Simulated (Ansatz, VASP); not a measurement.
GaN: VASP beside Ansatz

POSCAR

```
GaN
1.0
    0.0000000000      2.2500000000      2.2500000000
    2.2500000000      0.0000000000      2.2500000000
    2.2500000000      2.2500000000      0.0000000000
Ga N
1 1
Direct
    0.0000000000      0.0000000000      0.0000000000
    0.2500000000      0.2500000000      0.2500000000
```

File INCAR.step1:

```
PREC = Accurate
ENCUT = 660
ISMEAR = 0
SIGMA = 0.1
LREAL = False
LASPH = True
NELM = 120
NBANDS = 16
GGA = PE
ALGO = Normal
EDIFF = 1E-5
LWAVE = True
LCHARG = False
GGA_COMPAT = False
```

The input INCAR.step2:

```
PREC = Accurate
ENCUT = 660
EDIFF = 1E-6
ISMEAR = 0
SIGMA = 0.1
LREAL = False
LASPH = True
NELM = 120
ALGO = Normal
ISIF = 2
LWAVE = False
LCHARG = False
METAGGA = R2SCAN
LMIXTAU = True
LUSE_VDW = True
IVDW_NL = 2
BPARAM = 11.95
CPARAM = 0.0093
NBANDS = 16
ISTART = 1
GGA_COMPAT = False
```

The input KPOINTS:

```
regular mesh
0
Gamma
  8 8 8
```

Input for Ansatz:

```yaml
crystal:
  lattice:
    - [0.0, 2.25, 2.25]
    - [2.25, 0.0, 2.25]
    - [2.25, 2.25, 0.0]
  atoms:
    - { symbol: Ga, position: [0.0, 0.0, 0.0] }
    - { symbol: "N", position: [0.25, 0.25, 0.25] }
basis:
  ecutwfc: 500
kpoints:
  mp_grid: { grid: [8, 8, 8] }
hamiltonian:
  xc: r2scan
  dispersion: rvv10
  pseudopotentials: { kind: paw, azcp: { folder: soft_1 } }
scf:
  occupations: { method: gaussian, width: 0.1 }
output:
  forces: true
  stress: true
  eigenvalues: true
```

Alike in both runs: task single point; functional r2SCAN; dispersion rVV10; k mesh 8 × 8 × 8; occupations gaussian, width 0.1 eV; no spin polarisation.

```csv
,VASP,Ansatz
version,VASP 6.6.1,Ansatz 0.2.0
potentials or method,"VASP PAW PBE potentials, release 64 (Ga_d, N), cutoff 660 eV","scalar-relativistic, plane waves, PAW"
valence electrons in the cell,18,18
```

VASP gave:

| Property | Result |
| --- | --- |
| gap on the k mesh at the Fermi level (eV) | 2.12 |
| least direct gap on the mesh (eV) | 2.12 |
| pressure (GPa) | -0.3 |

Task: What did Ansatz give for the same quantities?

Result: gap on the k mesh at the Fermi level (eV): 2.12; least direct gap on the mesh (eV): 2.12; pressure (GPa): -1.5.

VASP's potentials were made for PBE, not for r2SCAN.
